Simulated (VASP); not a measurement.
# KCl (Fm-3m) in VASP: dielectric tensor with PBE

Aim: the dielectric tensor of KCl with PBE.

Program: VASP 6.6.1. These are calculated values, not measurements. Logs are shortened: lines on timing, memory, paths and dates and some standing lists are left out, and cuts for length are marked.

**1. The cell of the first run**

It takes space group Fm-3m (No. 225, cubic). The conventional cell has a = 6.290 Å, b = 6.290 Å, c = 6.290 Å, α = 90.00°, β = 90.00°, γ = 90.00°. Within 4.1 Å of K (site symmetry m-3m) lie 6 Cl at 3.14 Å. Within 4.1 Å of Cl (site symmetry m-3m) lie 6 K at 3.14 Å.

**2. Dielectric tensor, PBE**

Input file INCAR:

```
  ALGO = Normal
  EDIFF = 1E-8
  ENCUT = 520
  GGA = PE
  ISIF = 2
  ISMEAR = 0
  LASPH = True
  LCHARG = False
  LEPSILON = True
  LREAL = False
  LWAVE = False
  NELM = 80
  PREC = Accurate
  SIGMA = 0.01
```

Input file KPOINTS:

```
k-points
0
Gamma
  6 6 6
```

Input file POSCAR:

```
KCl
1.0
    0.0000000000      3.1448753854      3.1448753854
    3.1448753854      0.0000000000      3.1448753854
    3.1448753854      3.1448753854      0.0000000000
K Cl
1 1
Direct
    0.0000000000      0.0000000000      0.0000000000
    0.5000000000      0.5000000000      0.5000000000
```

Potentials or basis: VASP PAW PBE potentials, release 64 (K_sv, Cl).

Command:

```console
> cat potpaw_PBE.64/K_sv/POTCAR potpaw_PBE.64/Cl/POTCAR > POTCAR
> mpirun -np 1 vasp_std > vasp.out
```

OUTCAR:

```text
EDIFF = 1E-8
   ENCUT = 520
   GGA = PE
   ISIF = 2
   ISMEAR = 0
   LASPH = True
   LEPSILON = True
   LREAL = False
   NELM = 80
   PREC = Accurate

 ion  position               nearest neighbor table
   1  0.000  0.000  0.000-   2 3.14   2 3.14   2 3.14   2 3.14   2 3.14   2 3.14
   2  0.500  0.500  0.500-   1 3.14   1 3.14   1 3.14   1 3.14   1 3.14   1 3.14

  LATTYP: Found a face centered cubic cell.
 ALAT       =     6.2897507708

  Lattice vectors:

 A1 = (   0.0000000000,   3.1448753854,   3.1448753854)
 A2 = (   3.1448753854,   0.0000000000,   3.1448753854)
 A3 = (   3.1448753854,   3.1448753854,   0.0000000000)

Analysis of symmetry for initial positions (statically):
=====================================================================
 Subroutine PRICEL returns:
 Original cell was already a primitive cell.

 Routine SETGRP: Setting up the symmetry group for a
 face centered cubic supercell.

 Subroutine GETGRP returns: Found 48 space group operations
 (whereof 48 operations were pure point group operations)
 out of a pool of 48 trial point group operations.

The static configuration has the point symmetry O_h .

Analysis of symmetry for dynamics (positions and initial velocities):
=====================================================================
 Subroutine PRICEL returns:
 Original cell was already a primitive cell.

 Routine SETGRP: Setting up the symmetry group for a
 face centered cubic supercell.

 Subroutine GETGRP returns: Found 48 space group operations
 (whereof 48 operations were pure point group operations)
 out of a pool of 48 trial point group operations.

The dynamic configuration has the point symmetry O_h .

 Subroutine INISYM returns: Found 48 space group operations
 (whereof 48 operations are pure point group operations),
 and found     1 'primitive' translations

----------------------------------------------------------------------------------------

                                     Primitive cell

  volume of cell :      62.2072

  direct lattice vectors                    reciprocal lattice vectors
     0.000000000  3.144875385  3.144875385    -0.158988812  0.158988812  0.158988812
     3.144875385  0.000000000  3.144875385     0.158988812 -0.158988812  0.158988812
     3.144875385  3.144875385  0.000000000     0.158988812  0.158988812 -0.158988812

  length of vectors
     4.447525422  4.447525422  4.447525422     0.275376699  0.275376699  0.275376699

  position of ions in fractional coordinates (direct lattice)
     0.000000000  0.000000000  0.000000000
     0.500000000  0.500000000  0.500000000

  ion indices of the primitive-cell ions
   primitive index   ion index
                 1           1
                 2           2

----------------------------------------------------------------------------------------

 KPOINTS: k-points

Automatic generation of k-mesh.
 Grid dimensions read from file:
 generate k-points for:    6    6    6

 Generating k-lattice:

  Cartesian coordinates                     Fractional coordinates (reciprocal lattice)
    -0.026498135  0.026498135  0.026498135     0.166666667  0.000000000  0.000000000
     0.026498135 -0.026498135  0.026498135     0.000000000  0.166666667  0.000000000
     0.026498135  0.026498135 -0.026498135     0.000000000  0.000000000  0.166666667

  Length of vectors
     0.045896117  0.045896117  0.045896117

  Shift w.r.t. Gamma in fractional coordinates (k-lattice)
     0.000000000  0.000000000  0.000000000

 Subroutine IBZKPT returns following result:
 ===========================================

 Found     16 irreducible k-points:

 Following reciprocal coordinates:
            Coordinates               Weight
  0.000000  0.000000  0.000000      1.000000
  0.166667  0.000000  0.000000      8.000000
  0.333333  0.000000  0.000000      8.000000
  0.500000  0.000000  0.000000      4.000000
  0.166667  0.166667  0.000000      6.000000
  0.333333  0.166667  0.000000     24.000000
[... 8 lines left out ...]
 -0.333333  0.333333  0.166667     24.000000
 -0.333333  0.500000  0.166667     12.000000
   k-points           NKPTS =     16   k-points in BZ     NKDIM =     16   number of bands    NBANDS=     12
   number of dos      NEDOS =    301   number of ions     NIONS =      2
   total plane-waves  NPLWV =  46656
   dimension x,y,z NGX =    36 NGY =   36 NGZ =   36
   dimension x,y,z NGXF=    72 NGYF=   72 NGZF=   72
   ions per type =               1   1
   NGX,Y,Z   is equivalent  to a cutoff of  13.46, 13.46, 13.46 a.u.
   NGXF,Y,Z  is equivalent  to a cutoff of  26.91, 26.91, 26.91 a.u.
 SYSTEM =  unknown system
   PREC   = accura    normal or accurate (medium, high low for compatibility)
   ISTART =      0    job   : 0-new  1-cont  2-samecut
   ICHARG =      2    charge: 1-file 2-atom 10-const
   ISPIN  =      1    spin polarized calculation?
   LNONCOLLINEAR =      F non collinear calculations
   LSORBIT =      F    spin-orbit coupling
   LASPH  =      T    aspherical Exc in radial PAW
   ENCUT  =  520.0 eV  38.22 Ry    6.18 a.u.   8.27  8.27  8.27*2*pi/ulx,y,z
   NELM   =     80;   NELMIN=  2; NELMDL= -5     # of ELM steps
   EDIFF  = 0.1E-07   stopping-criterion for ELM
   LREAL  =      F    real-space projection
   EDIFFG = 0.1E-06   stopping-criterion for IOM
   NSW    =      0    number of steps for IOM
   IBRION =     -1    ionic relax: 0-MD 1-quasi-New 2-CG
   NFREE  =      0    steps in history (QN), initial steepest desc. (CG)
   ISIF   =      2    stress and relaxation
   ISYM   =      2    0-nonsym 1-usesym 2-fastsym
   POTIM  = 0.5000    time-step for ionic-motion
   TEBEG  =    0.0;   TEEND  =   0.0 temperature during run
   PSTRESS=    0.0 pullay stress
   NELECT =      16.0000    total number of electrons
   NUPDOWN=      -1.0000    fix difference up-down
   EMIN   =  10.00;   EMAX   =-10.00  energy-range for DOS
   EFERMI =   0.00;   METHOD = LEGACY
   ISMEAR =     0;   SIGMA  =   0.01  broadening in eV -4-tet -1-fermi 0-gaus
   EFERMI_NEDOS =   21; number of points for ismear=-14 and -15
   IALGO  =     38    algorithm
   IMIX   =      4    mixing-type and parameters
     AMIX     =   0.40;   BMIX     =  1.00
     AMIX_MAG =   1.60;   BMIX_MAG =  1.00
  volume/ion in A,a.u.               =      31.10       209.90
  Fermi-wavevector in a.u.,A,eV,Ry     =   1.041121  1.967434 14.747815  1.083934
  Thomas-Fermi vector in A             =   2.175728
   LORBIT       =      0    0 simple, 1 ext, 2 COOP (PROOUT), +10 PAW based schemes
   GGA     = PE    functional components
   LHFCALC =     F    Hartree Fock is set to
   AEXX    =    0.0000 exact exchange contribution
   IVDW    =     0    specifies the selected vdW correction
   LEPSILON=     T    determine dielectric tensor
   LRPA    =     F    only Hartree local field effects (RPA)
 non-spin polarized calculation
 Gauss-broadening in eV      SIGMA  =   0.01
  energy-cutoff  :      520.00
  volume of cell :       62.21
 maximum number of plane-waves:      1694
 NGX is ok and might be reduce to    36
   NGX = 17   NGY = 17   NGZ = 17

--------------------------------------- Ionic step        1  -------------------------------------------

 number of electron      16.0000001 magnetization

 E-fermi :  -1.7462     XC(G=0):  -7.5452

 val. band max:       -1.8359733076   @ k =   0.0000   0.0000   0.0000
 cond. band min:       3.3562441322   @ k =   0.0000   0.0000   0.0000
 fundamental gap:      5.1922174398
 Fermi energy:        -1.7461993871

 k-point     1 :       0.0000    0.0000    0.0000
  band No.  band energies     occupation
      1     -29.0303      2.00000
      2     -13.9554      2.00000
      3     -12.4911      2.00000
      4     -12.4911      2.00000
      5     -12.4911      2.00000
      6      -1.8360      2.00000
      7      -1.8360      2.00000
      8      -1.8360      2.00000
      9       3.3562      0.00000
     10       6.5456      0.00000
     11       6.5456      0.00000
     12       6.5456      0.00000
[... 211 lines left out ...]
 k-point    16 :      -0.3333    0.5000    0.1667
  band No.  band energies     occupation
      1     -29.0164      2.00000
      2     -13.9288      2.00000
      3     -12.6119      2.00000
      4     -12.5686      2.00000
      5     -12.4364      2.00000
      6      -2.4087      2.00000
      7      -2.2597      2.00000
      8      -2.1949      2.00000
      9       5.4212      0.00000
     10       7.0965      0.00000
     11       7.2525      0.00000
     12       8.3430      0.00000

  FORCE on cell =-STRESS in cart. coord.  units (eV):
  Direction    XX          YY          ZZ          XY          YZ          ZX
  --------------------------------------------------------------------------------------
  -------------------------------------------------------------------------------------
  Total        0.3141158      0.3141158      0.3141158      0.0000000     -0.0000000      0.0000000
  in kB        8.0902159      8.0902159      8.0902159      0.0000000     -0.0000000      0.0000000
  external PRESSURE =       8.0902159 kB  Pullay stress =       0.0000000 kB

 VOLUME and BASIS-vectors are now :
 -----------------------------------------------------------------------------
  energy-cutoff  :      520.00
  volume of cell :       62.21
      direct lattice vectors                 reciprocal lattice vectors
     0.000000000  3.144875385  3.144875385    -0.158988812  0.158988812  0.158988812
     3.144875385  0.000000000  3.144875385     0.158988812 -0.158988812  0.158988812
     3.144875385  3.144875385  0.000000000     0.158988812  0.158988812 -0.158988812

 POSITION                                       TOTAL-FORCE (eV/Angst)
 -----------------------------------------------------------------------------------
      0.00000      0.00000      0.00000         0.000000      0.000000     -0.000000
      3.14488      3.14488      3.14488        -0.000000     -0.000000      0.000000
 -----------------------------------------------------------------------------------
    total drift:                                0.000000      0.000000      0.000000

  FREE ENERGIE OF THE ION-ELECTRON SYSTEM (eV)
  ---------------------------------------------------
  free  energy   TOTEN  =        -6.8033811674 eV

  energy  without entropy=       -6.8033811674  energy(sigma->0) =       -6.80338117

 HEAD OF MICROSCOPIC STATIC DIELECTRIC TENSOR (INDEPENDENT PARTICLE, excluding Hartree and local field effects)
 ------------------------------------------------------
           2.577543     0.000000     0.000000
           0.000000     2.577543     0.000000
          -0.000000    -0.000000     2.577543
 ------------------------------------------------------

 Free energy of the ion-electron system (eV)
  ---------------------------------------------------
  ---------------------------------------------------
  free energy    TOTEN  =        -0.26061639 eV

  energy without entropy =       -0.26061639

------------------------ aborting loop because EDIFF is reached ----------------------------------------

--------------------------------------- Ionic step        2  -------------------------------------------

------------------------ aborting loop because EDIFF is reached ----------------------------------------

--------------------------------------- Ionic step        3  -------------------------------------------

 Free energy of the ion-electron system (eV)
  ---------------------------------------------------
  ---------------------------------------------------
  free energy    TOTEN  =        -0.26061809 eV

  energy without entropy =       -0.26061809

------------------------ aborting loop because EDIFF is reached ----------------------------------------

 PIEZOELECTRIC TENSOR FIELD DIRECTION 3  (e Angst)
 -----------------------------------------------------------------------------
    -0.00007  0.00000  0.00000           ( -0.00000  0.00000  0.00000)
     0.00000 -0.00007 -0.00000           (  0.00000 -0.00000 -0.00000)
     0.00000 -0.00000 -0.00073           (  0.00000 -0.00000  0.00000)

 PIEZOELECTRIC TENSOR FIELD DIRECTION 3  (C/m^2)
 -----------------------------------------------------------------------------
    -0.00002  0.00000  0.00000
     0.00000 -0.00002 -0.00000
     0.00000 -0.00000 -0.00019

 MACROSCOPIC STATIC DIELECTRIC TENSOR (including local field effects in DFT)
 ------------------------------------------------------
           2.327187     0.000000    -0.000000
           0.000000     2.327187     0.000000
           0.000000     0.000000     2.327187
 ------------------------------------------------------

 PIEZOELECTRIC TENSOR (including local field effects)  for field in x, y, z        (e  Angst)
          XX          YY          ZZ          XY          YZ          ZX
  --------------------------------------------------------------------------------
  x     0.00000     0.00000     0.00000     0.00000     0.00000     0.00000
  y     0.00000     0.00000     0.00000     0.00000     0.00000     0.00000
  z     0.00000     0.00000     0.00000     0.00000     0.00000     0.00000

 PIEZOELECTRIC TENSOR (including local field effects)  for field in x, y, z        (C/m^2)
          XX          YY          ZZ          XY          YZ          ZX
  --------------------------------------------------------------------------------
  x     0.00000     0.00000     0.00000     0.00000     0.00000     0.00000
  y     0.00000     0.00000     0.00000     0.00000     0.00000     0.00000
  z     0.00000     0.00000     0.00000     0.00000     0.00000     0.00000

 BORN EFFECTIVE CHARGES (including local field effects) (in |e|, cummulative output)
 ---------------------------------------------------------------------------------
 ion    1
    1     1.12550    -0.00000    -0.00000
    2     0.00000     1.12550    -0.00000
    3    -0.00000     0.00000     1.12550
 ion    2
    1    -1.12550     0.00000     0.00000
    2    -0.00000    -1.12550     0.00000
    3     0.00000    -0.00000    -1.12550
```

It took 6.7 min on 1 thread of Oxide Virtual Turin-like, shared host; peak memory 0.22 GiB.

Results:

```
Band gap on the k mesh                  : 5.19 eV
Electronic dielectric tensor (diagonal) : 2.33
Born charges (mean of the diagonal)     : K +1.13; Cl -1.13 e
```

Electronic dielectric tensor:
```
2.33 0.00 0.00
0.00 2.33 0.00
0.00 0.00 2.33
```

Born effective charge tensors (e):
atom 1, K
```
1.13 0.00 0.00
0.00 1.13 0.00
0.00 0.00 1.13
```
atom 2, Cl
```
-1.13  0.00  0.00
 0.00 -1.13  0.00
 0.00  0.00 -1.13
```
